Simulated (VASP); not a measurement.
# MgB2 (P6/mmm) in VASP: further runs

Runs on MgB2. Level: PBEsol. Tasks: single point, relaxation of volume and atoms at fixed shape.

All numbers are computed with VASP 6.6.1; they aren't measurements. Logs are shortened: lines on timing, memory, paths and dates and some standing lists are left out, and cuts for length are marked.

## Step 1: The cell of the first run

Symmetry: P6/mmm, No. 191, hexagonal system. The conventional cell has a = 3.063 Å, b = 3.063 Å, c = 3.498 Å, α = 90.00°, β = 90.00°, γ = 120.00°. Mg (site symmetry 6/mmm) has 12 B at 2.49 Å and 6 Mg at 3.06 Å within 3.3 Å. Within 2.3 Å of B (site symmetry -6m2) lie 3 B at 1.77 Å.

## Step 2: Single point, PBEsol

Contents of INCAR:

```
SYSTEM = MgB2
PREC = Accurate ; ENCUT = 600
EDIFF = 1E-6 ; ISMEAR = -1
SIGMA = 0.1 ; LREAL = .FALSE.
LASPH = .TRUE. ; NELM = 120
ALGO = Normal ; ISIF = 2
LWAVE = .FALSE. ; LCHARG = .FALSE.
GGA = PS ; NBANDS = 11
GGA_COMPAT = .FALSE.
```

Contents of KPOINTS:

```
regular mesh
0
G
  11 11 9
  0 0 0
```

Contents of POSCAR:

```
MgB2
1.0
    3.0634442622      0.0000000000      0.0000000000
   -1.5317221311      2.6530205542      0.0000000000
    0.0000000000      0.0000000000      3.4983827698
Mg B
1 2
Direct
    0.0000000000      0.0000000000      0.0000000000
    0.3333333333      0.6666666667      0.5000000000
    0.6666666667      0.3333333333      0.5000000000
```

Potentials or basis: VASP PAW PBE potentials, release 64 (Mg, B).

Started as:

```sh
$ cat potpaw_PBE.64/Mg/POTCAR potpaw_PBE.64/B/POTCAR > POTCAR
$ mpirun -np 1 vasp_std > vasp.out
```

OUTCAR:

```text
SYSTEM = MgB2
   PREC = Accurate
   ENCUT = 600
   EDIFF = 1E-6
   ISMEAR = -1
   LREAL = .FALSE.
   LASPH = .TRUE.
   NELM = 120
   ISIF = 2
   GGA = PS

 ion  position               nearest neighbor table
   1  0.000  0.000  0.000-   2 2.49   3 2.49   2 2.49   3 2.49   3 2.49   3 2.49   2 2.49   2 2.49
                             3 2.49   3 2.49   2 2.49   2 2.49
   2  0.333  0.667  0.500-   3 1.77   3 1.77   3 1.77   1 2.49   1 2.49   1 2.49   1 2.49   1 2.49
                             1 2.49
   3  0.667  0.333  0.500-   2 1.77   2 1.77   2 1.77   1 2.49   1 2.49   1 2.49   1 2.49   1 2.49
                             1 2.49

  LATTYP: Found a hexagonal cell.
 ALAT       =     3.0634442622
 C/A-ratio  =     1.1419769613

  Lattice vectors:

 A1 = (   3.0634442622,   0.0000000000,   0.0000000000)
 A2 = (  -1.5317221311,   2.6530205542,   0.0000000000)
 A3 = (   0.0000000000,   0.0000000000,   3.4983827698)

Analysis of symmetry for initial positions (statically):
=====================================================================
 Subroutine PRICEL returns:
 Original cell was already a primitive cell.

 Routine SETGRP: Setting up the symmetry group for a
 hexagonal supercell.

 Subroutine GETGRP returns: Found 24 space group operations
 (whereof 24 operations were pure point group operations)
 out of a pool of 24 trial point group operations.

The static configuration has the point symmetry D_6h.

Analysis of symmetry for dynamics (positions and initial velocities):
=====================================================================
 Subroutine PRICEL returns:
 Original cell was already a primitive cell.

 Routine SETGRP: Setting up the symmetry group for a
 hexagonal supercell.

 Subroutine GETGRP returns: Found 24 space group operations
 (whereof 24 operations were pure point group operations)
 out of a pool of 24 trial point group operations.

The dynamic configuration has the point symmetry D_6h.

 Subroutine INISYM returns: Found 24 space group operations
 (whereof 24 operations are pure point group operations),
 and found     1 'primitive' translations

----------------------------------------------------------------------------------------

                                     Primitive cell

  volume of cell :      28.4327

  direct lattice vectors                    reciprocal lattice vectors
     3.063444262  0.000000000  0.000000000     0.326429964  0.188464428  0.000000000
    -1.531722131  2.653020554  0.000000000     0.000000000  0.376928855  0.000000000
     0.000000000  0.000000000  3.498382770     0.000000000  0.000000000  0.285846366

  length of vectors
     3.063444262  3.063444262  3.498382770     0.376928855  0.376928855  0.285846366

  position of ions in fractional coordinates (direct lattice)
     0.000000000  0.000000000  0.000000000
     0.333333333  0.666666667  0.500000000
     0.666666667  0.333333333  0.500000000

  ion indices of the primitive-cell ions
   primitive index   ion index
                 1           1
                 2           2
                 3           3

----------------------------------------------------------------------------------------

 KPOINTS: regular mesh

Automatic generation of k-mesh.
 Grid dimensions read from file:
 generate k-points for:   11   11    9

 Generating k-lattice:

  Cartesian coordinates                     Fractional coordinates (reciprocal lattice)
     0.029675451  0.017133130  0.000000000     0.090909091 -0.000000000  0.000000000
     0.000000000  0.034266260  0.000000000     0.000000000  0.090909091  0.000000000
     0.000000000  0.000000000  0.031760707     0.000000000  0.000000000  0.111111111

  Length of vectors
     0.034266260  0.034266260  0.031760707

  Shift w.r.t. Gamma in fractional coordinates (k-lattice)
     0.000000000  0.000000000  0.000000000

 Subroutine IBZKPT returns following result:
 ===========================================

 Found     80 irreducible k-points:

 Following reciprocal coordinates:
            Coordinates               Weight
  0.000000  0.000000  0.000000      1.000000
  0.090909  0.000000  0.000000      6.000000
  0.181818  0.000000  0.000000      6.000000
  0.272727  0.000000  0.000000      6.000000
  0.363636  0.000000  0.000000      6.000000
  0.454545  0.000000  0.000000      6.000000
[... 16 lines left out ...]
  0.090909  0.090909  0.111111     12.000000
  0.181818  0.090909  0.111111     24.000000
 [... further k-points ...]
   k-points           NKPTS =     80   k-points in BZ     NKDIM =     80   number of bands    NBANDS=     11
   number of dos      NEDOS =    301   number of ions     NIONS =      3
   total plane-waves  NPLWV =  16128
   dimension x,y,z NGX =    24 NGY =   24 NGZ =   28
   dimension x,y,z NGXF=    48 NGYF=   48 NGZF=   56
   ions per type =               1   2
   NGX,Y,Z   is equivalent  to a cutoff of  13.02, 13.02, 13.31 a.u.
   NGXF,Y,Z  is equivalent  to a cutoff of  26.05, 26.05, 26.61 a.u.
 SYSTEM =  MgB2
   PREC   = accura    normal or accurate (medium, high low for compatibility)
   ISTART =      0    job   : 0-new  1-cont  2-samecut
   ICHARG =      2    charge: 1-file 2-atom 10-const
   ISPIN  =      1    spin polarized calculation?
   LNONCOLLINEAR =      F non collinear calculations
   LSORBIT =      F    spin-orbit coupling
   LASPH  =      T    aspherical Exc in radial PAW
   ENCUT  =  600.0 eV  44.10 Ry    6.64 a.u.   6.12  6.12  6.99*2*pi/ulx,y,z
   NELM   =    120;   NELMIN=  2; NELMDL= -5     # of ELM steps
   EDIFF  = 0.1E-05   stopping-criterion for ELM
   LREAL  =      F    real-space projection
   EDIFFG = 0.1E-04   stopping-criterion for IOM
   NSW    =      0    number of steps for IOM
   IBRION =     -1    ionic relax: 0-MD 1-quasi-New 2-CG
   NFREE  =      0    steps in history (QN), initial steepest desc. (CG)
   ISIF   =      2    stress and relaxation
   ISYM   =      2    0-nonsym 1-usesym 2-fastsym
   POTIM  = 0.5000    time-step for ionic-motion
   TEBEG  =    0.0;   TEEND  =   0.0 temperature during run
   PSTRESS=    0.0 pullay stress
   NELECT =       8.0000    total number of electrons
   NUPDOWN=      -1.0000    fix difference up-down
   EMIN   =  10.00;   EMAX   =-10.00  energy-range for DOS
   EFERMI =   0.00;   METHOD = LEGACY
   ISMEAR =    -1;   SIGMA  =   0.10  broadening in eV -4-tet -1-fermi 0-gaus
   EFERMI_NEDOS =   21; number of points for ismear=-14 and -15
   IALGO  =     38    algorithm
   IMIX   =      4    mixing-type and parameters
     AMIX     =   0.40;   BMIX     =  1.00
     AMIX_MAG =   1.60;   BMIX_MAG =  1.00
  volume/ion in A,a.u.               =       9.48        63.96
  Fermi-wavevector in a.u.,A,eV,Ry     =   1.072751  2.027205 15.657507  1.150794
  Thomas-Fermi vector in A             =   2.208530
   LORBIT       =      0    0 simple, 1 ext, 2 COOP (PROOUT), +10 PAW based schemes
   GGA     = PS    functional components
   LHFCALC =     F    Hartree Fock is set to
   AEXX    =    0.0000 exact exchange contribution
   IVDW    =     0    specifies the selected vdW correction
   LEPSILON=     F    determine dielectric tensor
   LRPA    =     F    only Hartree local field effects (RPA)
 non-spin polarized calculation
  energy-cutoff  :      600.00
  volume of cell :       28.43
 maximum number of plane-waves:       962
   NGX = 13   NGY = 13   NGZ = 13

 number of electron       8.0000000 magnetization

 Free energy of the ion-electron system (eV)
  ---------------------------------------------------
  ext. energy  EPLUGINS =         0.00000000
  ---------------------------------------------------
  free energy    TOTEN  =       -16.23682045 eV

  energy without entropy =      -16.21405632  energy(sigma->0) =      -16.22543838

 E-fermi :   5.2874     XC(G=0): -11.0773

 val. band max:        5.1825268415   @ k =   0.0909   0.0000   0.2222
 cond. band min:       5.3367901704   @ k =   0.0909   0.0000   0.3333
 fundamental gap:      0.1542633289
 Fermi energy:         5.2873702004

 k-point     1 :       0.0000    0.0000    0.0000
  band No.  band energies     occupation
      1      -7.1841      2.00000
      2       2.3679      2.00000
      3       5.7308      0.02344
      4       5.7308      0.02344
      5       7.0295      0.00000
      6      11.7121      0.00000
      7      11.7121      0.00000
      8      13.6905      0.00000
      9      15.4730      0.00000
     10      18.1259      0.00000
     11      21.6335      0.00000

 k-point     2 :       0.0909    0.0000    0.0000
  band No.  band energies     occupation
      1      -7.0389      2.00000
      2       2.5096      2.00000
      3       5.0065      1.88627
      4       5.3904      0.52587
      5       7.1567      0.00000
      6      11.6157      0.00000
      7      12.3472      0.00000
      8      13.9911      0.00000
      9      14.9531      0.00000
     10      18.8444      0.00000
     11      20.9979      0.00000

 k-point     3 :       0.1818    0.0000    0.0000
  band No.  band energies     occupation
      1      -6.6050      2.00000
      2       2.9310      2.00000
      3       3.3658      2.00000
      4       4.6760      1.99559
      5       7.5481      0.00000
      6      11.1815      0.00000
      7      13.5939      0.00000
      8      13.9304      0.00000
      9      14.6390      0.00000
     10      20.0166      0.00000
     11      20.3658      0.00000
[... 267 lines left out ...]
 k-point    23 :       0.0909    0.0909    0.1111
  band No.  band energies     occupation
      1      -6.6437      2.00000
      2       1.9943      2.00000
      3       4.0572      1.99999
      4       4.7081      1.99392
      5       8.4661      0.00000
      6      11.8843      0.00000
      7      12.5911      0.00000
      8      13.5299      0.00000
      9      15.3246      0.00000
     10      18.7444      0.00000
     11      19.9828      0.00000

 k-point    24 :       0.1818    0.0909    0.1111
  band No.  band energies     occupation
      1      -6.0717      2.00000
      2       2.4404      2.00000
      3       2.5933      2.00000
      4       3.7985      2.00000
      5       8.9831      0.00000
      6      11.4355      0.00000
      7      12.0176      0.00000
      8      13.9820      0.00000
      9      16.1969      0.00000
     10      17.3839      0.00000
     11      19.8893      0.00000

 [... further k-points ...]

------------------------ aborting loop because EDIFF is reached ----------------------------------------

  FORCE on cell =-STRESS in cart. coord.  units (eV):
  Direction    XX          YY          ZZ          XY          YZ          ZX
  --------------------------------------------------------------------------------------
  -------------------------------------------------------------------------------------
  Total       -0.0142201     -0.0142201      0.0259333      0.0000000     -0.0000000      0.0000000
  in kB       -0.8012999     -0.8012999      1.4613368      0.0000000     -0.0000000      0.0000000
  external PRESSURE =      -0.0470877 kB  Pullay stress =       0.0000000 kB

 VOLUME and BASIS-vectors are now :
 -----------------------------------------------------------------------------
  energy-cutoff  :      600.00
  volume of cell :       28.43
      direct lattice vectors                 reciprocal lattice vectors
     3.063444262  0.000000000  0.000000000     0.326429964  0.188464428  0.000000000
    -1.531722131  2.653020554  0.000000000     0.000000000  0.376928855  0.000000000
     0.000000000  0.000000000  3.498382770     0.000000000  0.000000000  0.285846366

 POSITION                                       TOTAL-FORCE (eV/Angst)
 -----------------------------------------------------------------------------------
      0.00000      0.00000      0.00000         0.000000      0.000000      0.000000
     -0.00000      1.76868      1.74919        -0.000000      0.000000      0.000000
      1.53172      0.88434      1.74919         0.000000     -0.000000      0.000000
 -----------------------------------------------------------------------------------
    total drift:                                0.000000     -0.000000      0.000000

  FREE ENERGIE OF THE ION-ELECTRON SYSTEM (eV)
  ---------------------------------------------------
  free  energy   TOTEN  =       -16.2368204480 eV

  energy  without entropy=      -16.2140563163  energy(sigma->0) =      -16.22543838
```

Run time: 30 s. Hardware: 1 thread of Intel Xeon Platinum 8259CL at 2.50GHz (Skylake/Cascade Lake), shared host; peak memory 0.16 GiB.

What came out:

```
Free energy            : -16.2368 eV
Pressure               : 0.0 GPa
Band gap on the k mesh : zero (bands 4 and 5 overlap by 2.79 eV)
```

Levels at points of the mesh, in eV from the Fermi level:
```
           k point  band 1  band 2  band 3  band 4  band 5  band 6  band 7  band 8  band 9
(0.00, 0.00, 0.00)  -12.47   -2.92    0.44    0.44    1.74    6.42    6.42    8.40   10.19
```

Caveat: the PAW data sets were made with another functional, which shifts forces and pressure a little.

## Step 3: Relaxation of volume and atoms at fixed shape, PBEsol

This run uses another cell than the first one, of 9.68 Å³/atom.

Contents of INCAR:

```
ALGO = Normal ; EDIFF = 1E-7
EDIFFG = -0.03 ; ENCUT = 600
GGA = PS ; GGA_COMPAT = F
IBRION = 2 ; ISIF = 8
ISMEAR = -1 ; LASPH = T
LCHARG = F ; LREAL = F
LWAVE = F ; NELM = 120
NELMIN = 4 ; NSW = 80
PREC = Accurate ; SIGMA = 0.1
```

Contents of KPOINTS:

```
k-points
0
Gamma
  11 11 9
```

Contents of POSCAR:

```
MgB2
1.0
    3.0850000000      0.0000000000      0.0000000000
   -1.5425000000      2.6716900000      0.0000000000
    0.0000000000      0.0000000000      3.5230000000
Mg B
1 2
Direct
    0.0000000000      0.0000000000      0.0000000000
    0.3333333333      0.6666666667      0.5000000000
    0.6666666667      0.3333333333      0.5000000000
```

Potentials or basis: VASP PAW PBE potentials, release 64 (Mg, B).

Started as:

```sh
$ cat potpaw_PBE.64/Mg/POTCAR potpaw_PBE.64/B/POTCAR > POTCAR
$ mpirun -np 1 vasp_std > vasp.out
```

It took 53 s on 1 thread of Intel Xeon Platinum 8259CL at 2.50GHz (Skylake/Cascade Lake), shared host; peak memory 0.18 GiB.

It converged, with:

| Quantity | Value |
| --- | --- |
| Free energy | -16.2371 eV |
| Relaxed volume | 9.48 Å³/atom |
| Relaxed cell | a = 3.063 Å, b = 3.063 Å, c = 3.498 Å, α = 90.00°, β = 90.00°, γ = 120.00° |
| Space group after relaxing (to 0.1 Å) | P6/mmm (No. 191) |
| Energy gained by relaxing | 2.0 meV/atom |
| Ionic steps | 3 |
| Pressure after relaxing | 0.0 GPa |
| Band gap on the k mesh | zero (bands 4 and 5 overlap by 2.79 eV) |

Stress tensor (GPa, compression positive):
```
-0.07  0.00  0.00
 0.00 -0.07  0.00
 0.00  0.00  0.16
```

Step by step:
```tsv
step	energy change (eV)	largest force (eV/Å)	pressure (GPa)	volume (Å³)
1	0.0000	0.0000	-3.18	29.04
2	-0.0054	0.0000	1.10	28.24
3	-0.0061	0.0000	0.00	28.43
```

Final structure:
```yaml
crystal:
  lattice:
    - [3.06342, 0.00000, 0.00000]
    - [-1.53171, 2.65300, 0.00000]
    - [0.00000, 0.00000, 3.49835]
  atoms:
    - { symbol: Mg, position: [0.00000, 0.00000, 0.00000] }
    - { symbol: B, position: [0.33333, 0.66667, 0.50000] }
    - { symbol: B, position: [0.66667, 0.33333, 0.50000] }
```

Levels at points of the mesh, in eV from the Fermi level:
```tsv
k point	band 1	band 2	band 3	band 4	band 5	band 6	band 7	band 8
(0.00, 0.00, 0.00)	-12.47	-2.92	0.44	0.44	1.74	6.42	6.42	8.40
```

Caveat: the PAW data sets were made with another functional, which shifts forces and pressure a little.
